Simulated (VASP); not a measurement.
# TaN (P-62m) in VASP: notebook, part 3 of 3

VASP 6.6.1. The steps go on from the part before.

### Step 5. Single point, PBEsol (uniaxial strain along c: +3.0 %, then relaxed in part)

Contents of INCAR:

```
SYSTEM = TaN
PREC = Accurate
ENCUT = 520
EDIFF = 1E-6
ISMEAR = 0
SIGMA = 0.1
LREAL = .False.
LASPH = .True.
NELM = 100
ALGO = Normal
ISIF = 2
LWAVE = .False.
LCHARG = .False.
GGA = PS
NBANDS = 33
```

Contents of KPOINTS:

```
regular mesh
0
Gamma
  12 12 12
  0 0 0
```

Contents of POSCAR:

```
TaN
1.0
    5.1448571493      0.0000000000      0.0000000000
   -2.5724285747      4.4555769901      0.0000000000
    0.0000000000      0.0000000000      2.9828771958
Ta N
3 3
Direct
    0.3333333309      0.6666666671      0.5000000000
    0.6666666671      0.3333333309      0.5000000000
    0.0000000022      0.0000000022      0.0000000000
    0.3943808328     -0.0000000002      0.0000000000
    0.6056191672      0.6056191672      0.0000000000
   -0.0000000002      0.3943808328      0.0000000000
```

Potentials or basis: VASP PAW PBE potentials, release 64 (Ta_pv, N).

The run is started by

```sh
$ cat potpaw_PBE.64/Ta_pv/POTCAR potpaw_PBE.64/N/POTCAR > POTCAR
$ mpirun -np 1 vasp_std > vasp.out
```

OUTCAR:

```text
SYSTEM = TaN
   PREC = Accurate
   ENCUT = 520
   EDIFF = 1E-6
   ISMEAR = 0
   LREAL = .False.
   LASPH = .True.
   NELM = 100
   ISIF = 2
   GGA = PS

 ion  position               nearest neighbor table
   1  0.333  0.667  0.500-   4 2.17   4 2.17   6 2.17   6 2.17   5 2.17   5 2.17   2 2.97   2 2.97
                             2 2.97   3 3.32   3 3.32   3 3.32   3 3.32   3 3.32   3 3.32
   2  0.667  0.333  0.500-   6 2.17   6 2.17   4 2.17   4 2.17   5 2.17   5 2.17   1 2.97   1 2.97
                             1 2.97   3 3.32   3 3.32   3 3.32   3 3.32   3 3.32   3 3.32
   3  0.000  0.000  0.000-   6 2.03   4 2.03   5 2.03   2 3.32   1 3.32   1 3.32   2 3.32   1 3.32
                             1 3.32   2 3.32   2 3.32   2 3.32   2 3.32   1 3.32   1 3.32
   4  0.394  1.000  0.000-   3 2.03   1 2.17   1 2.17   2 2.17   2 2.17
   5  0.606  0.606  0.000-   3 2.03   2 2.17   2 2.17   1 2.17   1 2.17
   6  1.000  0.394  0.000-   3 2.03   2 2.17   2 2.17   1 2.17   1 2.17

  LATTYP: Found a hexagonal cell.
 ALAT       =     5.1448571493
 C/A-ratio  =     0.5797784291

  Lattice vectors:

 A1 = (   5.1448571493,   0.0000000000,   0.0000000000)
 A2 = (  -2.5724285747,   4.4555769901,   0.0000000000)
 A3 = (   0.0000000000,   0.0000000000,   2.9828771958)

Analysis of symmetry for initial positions (statically):
=====================================================================
 Subroutine PRICEL returns:
 Original cell was already a primitive cell.

 Routine SETGRP: Setting up the symmetry group for a
 hexagonal supercell.

 Subroutine GETGRP returns: Found 12 space group operations
 (whereof 12 operations were pure point group operations)
 out of a pool of 24 trial point group operations.

The static configuration has the point symmetry D_3h.

Analysis of symmetry for dynamics (positions and initial velocities):
=====================================================================
 Subroutine PRICEL returns:
 Original cell was already a primitive cell.

 Routine SETGRP: Setting up the symmetry group for a
 hexagonal supercell.

 Subroutine GETGRP returns: Found 12 space group operations
 (whereof 12 operations were pure point group operations)
 out of a pool of 24 trial point group operations.

The dynamic configuration has the point symmetry D_3h.

 Subroutine INISYM returns: Found 12 space group operations
 (whereof 12 operations are pure point group operations),
 and found     1 'primitive' translations

----------------------------------------------------------------------------------------

                                     Primitive cell

  volume of cell :      68.3774

  direct lattice vectors                    reciprocal lattice vectors
     5.144857149  0.000000000  0.000000000     0.194368856  0.112218912  0.000000000
    -2.572428575  4.455576990  0.000000000     0.000000000  0.224437823  0.000000000
     0.000000000  0.000000000  2.982877196     0.000000000  0.000000000  0.335246788

  length of vectors
     5.144857149  5.144857149  2.982877196     0.224437823  0.224437823  0.335246788

  position of ions in fractional coordinates (direct lattice)
     0.333333331  0.666666667  0.500000000
     0.666666667  0.333333331  0.500000000
     0.000000002  0.000000002  0.000000000
     0.394380833  1.000000000  0.000000000
     0.605619167  0.605619167  0.000000000
[... 43 lines left out ...]
  0.333333 -0.000000  0.000000      6.000000
  0.416667 -0.000000  0.000000      6.000000
[... 16 lines left out ...]
  0.250000 -0.000000  0.083333     12.000000
  0.333333 -0.000000  0.083333     12.000000
 [... further k-points ...]
   k-points           NKPTS =    133   k-points in BZ     NKDIM =    133   number of bands    NBANDS=     33
   number of dos      NEDOS =    301   number of ions     NIONS =      6
   total plane-waves  NPLWV =  38400
   dimension x,y,z NGX =    40 NGY =   40 NGZ =   24
   dimension x,y,z NGXF=    80 NGYF=   80 NGZF=   48
   ions per type =               3   3
   NGX,Y,Z   is equivalent  to a cutoff of  12.93, 12.93, 13.38 a.u.
   NGXF,Y,Z  is equivalent  to a cutoff of  25.85, 25.85, 26.75 a.u.
 SYSTEM =  TaN
   PREC   = accura    normal or accurate (medium, high low for compatibility)
   ISTART =      0    job   : 0-new  1-cont  2-samecut
   ICHARG =      2    charge: 1-file 2-atom 10-const
   ISPIN  =      1    spin polarized calculation?
   LNONCOLLINEAR =      F non collinear calculations
   LSORBIT =      F    spin-orbit coupling
   LASPH  =      T    aspherical Exc in radial PAW
   ENCUT  =  520.0 eV  38.22 Ry    6.18 a.u.   9.57  9.57  5.55*2*pi/ulx,y,z
   NELM   =    100;   NELMIN=  2; NELMDL= -5     # of ELM steps
   EDIFF  = 0.1E-05   stopping-criterion for ELM
   LREAL  =      F    real-space projection
   EDIFFG = 0.1E-04   stopping-criterion for IOM
   NSW    =      0    number of steps for IOM
   IBRION =     -1    ionic relax: 0-MD 1-quasi-New 2-CG
   NFREE  =      0    steps in history (QN), initial steepest desc. (CG)
   ISIF   =      2    stress and relaxation
   ISYM   =      2    0-nonsym 1-usesym 2-fastsym
   POTIM  = 0.5000    time-step for ionic-motion
   TEBEG  =    0.0;   TEEND  =   0.0 temperature during run
   PSTRESS=    0.0 pullay stress
   NELECT =      48.0000    total number of electrons
   NUPDOWN=      -1.0000    fix difference up-down
   EMIN   =  10.00;   EMAX   =-10.00  energy-range for DOS
   EFERMI =   0.00;   METHOD = LEGACY
   ISMEAR =     0;   SIGMA  =   0.10  broadening in eV -4-tet -1-fermi 0-gaus
   EFERMI_NEDOS =   21; number of points for ismear=-14 and -15
   IALGO  =     38    algorithm
   IMIX   =      4    mixing-type and parameters
     AMIX     =   0.40;   BMIX     =  1.00
     AMIX_MAG =   1.60;   BMIX_MAG =  1.00
  volume/ion in A,a.u.               =      11.40        76.91
  Fermi-wavevector in a.u.,A,eV,Ry     =   1.454960  2.749476 28.802287  2.116908
  Thomas-Fermi vector in A             =   2.572050
   LORBIT       =      0    0 simple, 1 ext, 2 COOP (PROOUT), +10 PAW based schemes
   GGA     = PS    functional components
   LHFCALC =     F    Hartree Fock is set to
   AEXX    =    0.0000 exact exchange contribution
   IVDW    =     0    specifies the selected vdW correction
   LEPSILON=     F    determine dielectric tensor
   LRPA    =     F    only Hartree local field effects (RPA)
 non-spin polarized calculation
 Gauss-broadening in eV      SIGMA  =   0.10
  energy-cutoff  :      520.00
  volume of cell :       68.38
 maximum number of plane-waves:      1871
 NGX is ok and might be reduce to    40
   NGX = 19   NGY = 19   NGZ = 11

 number of electron      48.0000001 magnetization

 Free energy of the ion-electron system (eV)
  ---------------------------------------------------
  ext. energy  EPLUGINS =         0.00000000
  ---------------------------------------------------
  free energy    TOTEN  =       -71.34801903 eV

  energy without entropy =      -71.34635694  energy(sigma->0) =      -71.34718799

 E-fermi :   8.1742     XC(G=0): -13.1414

 val. band max:        8.1284385913   @ k =   0.1667   0.0833   0.1667
 cond. band min:       8.1779913451   @ k =   0.2500  -0.0000   0.1667
 fundamental gap:      0.0495527538
 Fermi energy:         8.1742002294

 k-point     1 :       0.0000    0.0000    0.0000
  band No.  band energies     occupation
      1     -28.0600      2.00000
      2     -28.0600      2.00000
      3     -27.6935      2.00000
      4     -27.6935      2.00000
      5     -27.5968      2.00000
      6     -27.4764      2.00000
[... 853 lines left out ...]
     32      11.7684      0.00000
     33      11.9464      0.00000

 [... further k-points ...]

------------------------ aborting loop because EDIFF is reached ----------------------------------------

  FORCE on cell =-STRESS in cart. coord.  units (eV):
  Direction    XX          YY          ZZ          XY          YZ          ZX
  --------------------------------------------------------------------------------------
  -------------------------------------------------------------------------------------
  Total        0.3633341      0.3633341     -6.9202342     -0.0000000     -0.0000000      0.0000000
  in kB        8.5134210      8.5134210   -162.1506630     -0.0000000     -0.0000000      0.0000000
  external PRESSURE =     -48.3746070 kB  Pullay stress =       0.0000000 kB

 VOLUME and BASIS-vectors are now :
 -----------------------------------------------------------------------------
  energy-cutoff  :      520.00
  volume of cell :       68.38
      direct lattice vectors                 reciprocal lattice vectors
     5.144857149  0.000000000  0.000000000     0.194368856  0.112218912  0.000000000
    -2.572428575  4.455576990  0.000000000     0.000000000  0.224437823  0.000000000
     0.000000000  0.000000000  2.982877196     0.000000000  0.000000000  0.335246788

 POSITION                                       TOTAL-FORCE (eV/Angst)
 -----------------------------------------------------------------------------------
     -0.00000      2.97038      1.49144         0.000000     -0.000000      0.000000
      2.57243      1.48519      1.49144         0.000000     -0.000000      0.000000
      0.00000      0.00000      0.00000         0.000000     -0.000000      0.000000
     -0.54340      4.45558      0.00000         0.023571     -0.000000     -0.000000
      1.55791      2.69838      0.00000        -0.011785     -0.020413      0.000000
      4.13034      1.75719      0.00000        -0.011785      0.020413     -0.000000
 -----------------------------------------------------------------------------------
    total drift:                               -0.000001     -0.000001      0.000000

  FREE ENERGIE OF THE ION-ELECTRON SYSTEM (eV)
  ---------------------------------------------------
  free  energy   TOTEN  =       -71.3480190302 eV

  energy  without entropy=      -71.3463569401  energy(sigma->0) =      -71.34718799
```

OSZICAR:

```text
N       E                     dE             d eps       ncg     rms          rms(c)
DAV:   1     0.438080615516E+03    0.43808E+03   -0.25933E+04  8778   0.152E+03
DAV:   2    -0.512645922522E+02   -0.48935E+03   -0.46553E+03  9959   0.448E+02
DAV:   3    -0.800872036971E+02   -0.28823E+02   -0.28335E+02 10727   0.105E+02
DAV:   4    -0.806822841221E+02   -0.59508E+00   -0.59122E+00 10987   0.148E+01
DAV:   5    -0.806967963948E+02   -0.14512E-01   -0.14496E-01 11447   0.182E+00    0.433E+01
DAV:   6    -0.716772807619E+02    0.90195E+01   -0.45183E+01 11348   0.361E+01    0.182E+01
DAV:   7    -0.714387589451E+02    0.23852E+00   -0.22658E+00 10818   0.807E+00    0.106E+01
DAV:   8    -0.713650612666E+02    0.73698E-01   -0.40331E-01 10622   0.377E+00    0.101E+00
DAV:   9    -0.713489613460E+02    0.16100E-01   -0.43426E-02 11271   0.148E+00    0.355E-01
DAV:  10    -0.713482864797E+02    0.67487E-03   -0.11147E-02 10591   0.540E-01    0.193E-01
DAV:  11    -0.713480581889E+02    0.22829E-03   -0.22800E-03 11327   0.293E-01    0.455E-02
DAV:  12    -0.713480189594E+02    0.39230E-04   -0.20436E-04 10882   0.840E-02    0.162E-02
DAV:  13    -0.713480189799E+02   -0.20529E-07   -0.13824E-05  9682   0.213E-02    0.456E-03
DAV:  14    -0.713480190302E+02   -0.50341E-07   -0.65107E-07  6078   0.641E-03
   1 F= -.71348019E+02 E0= -.71347188E+02  d E =-.166209E-02
```

stdout:

```text
POSCAR found type information on POSCAR TaN
 POSCAR found :  2 types and       6 ions
 scaLAPACK will be used
 -----------------------------------------------------------------------------
|                                                                             |
|                                                                             |
|     You enforced a specific xc type in the INCAR file but a different       |
|     I HOPE YOU KNOW WHAT YOU ARE DOING!                                     |
|                                                                             |
 -----------------------------------------------------------------------------

 LDA part: xc-table for (Slater+PW92), standard interpolation
 POSCAR, INCAR and KPOINTS ok, starting setup
 FFT: planning ... GRIDC
 FFT: planning ... GRID_SOFT
 FFT: planning ... GRID
 WAVECAR not read
 entering main loop
```

It took 6.9 min on 1 thread of Intel Xeon 8259CL, shared host; peak memory 0.36 GiB.

Results:

```yaml
Free_energy: -71.3480 eV
Pressure: -4.8 GPa
Largest_force: 0.024 eV/Å
Band_gap_on_the_k_mesh: zero (bands 24 and 25 overlap by 2.73 eV)
```

Forces on the atoms (eV/Å):
```
Ta   0.000  0.000  0.000
Ta   0.000  0.000  0.000
Ta   0.000  0.000  0.000
N    0.024  0.000  0.000
N   -0.012 -0.020  0.000
N   -0.012  0.020  0.000
```

Caveat: the cell differs from its parent crystal (uniaxial strain along c: +3.0 %, then relaxed in part); the stress differs along the axes, from -16 to 1 GPa; the PAW data sets were made with another functional, which shifts forces and pressure a little; spin-orbit coupling is left out, which moves the levels of the heavy elements.

### Step 6. Overview

```tsv
cell	gap on the mesh (eV)	pressure (GPa)	largest force (eV/Å)
a = 5.155, b = 5.155, c = 2.954 Å, angles 90.0, 90.0, 120.0°, 6 atoms, atomic positions A	none	-3.0	0.01
a = 5.153, b = 5.153, c = 2.954 Å, angles 90.0, 90.0, 120.0°, 6 atoms, atomic positions B	none	-2.6	0.06
a = 5.140, b = 5.140, c = 2.983 Å, angles 90.0, 90.0, 120.0°, 6 atoms, atomic positions A	none	-4.2	0.06
a = 5.145, b = 5.145, c = 2.983 Å, angles 90.0, 90.0, 120.0°, 6 atoms, atomic positions C	none	-4.8	0.02
```

Alike in all rows: task single point; level PBEsol; potentials or basis VASP PAW PBE potentials, release 64 (Ta_pv, N); no spin polarisation; k mesh 12 × 12 × 12; cutoff (eV) 520; smearing gaussian 0.1 eV.

Caveats: the PAW data sets were made with another functional, which shifts forces and pressure a little; spin-orbit coupling is left out, which moves the levels of the heavy elements; the stress differs along the axes, from -11 to 1 GPa (at least some runs); the stress differs along the axes, from -16 to 2 GPa (at least some runs); the stress differs along the axes, from -16 to 1 GPa (at least some runs).

Total energies depend on the potentials used, so only differences within one code and one set of settings carry meaning.

The gap in the log of VASP goes by the Fermi energy; the results here count the filled bands.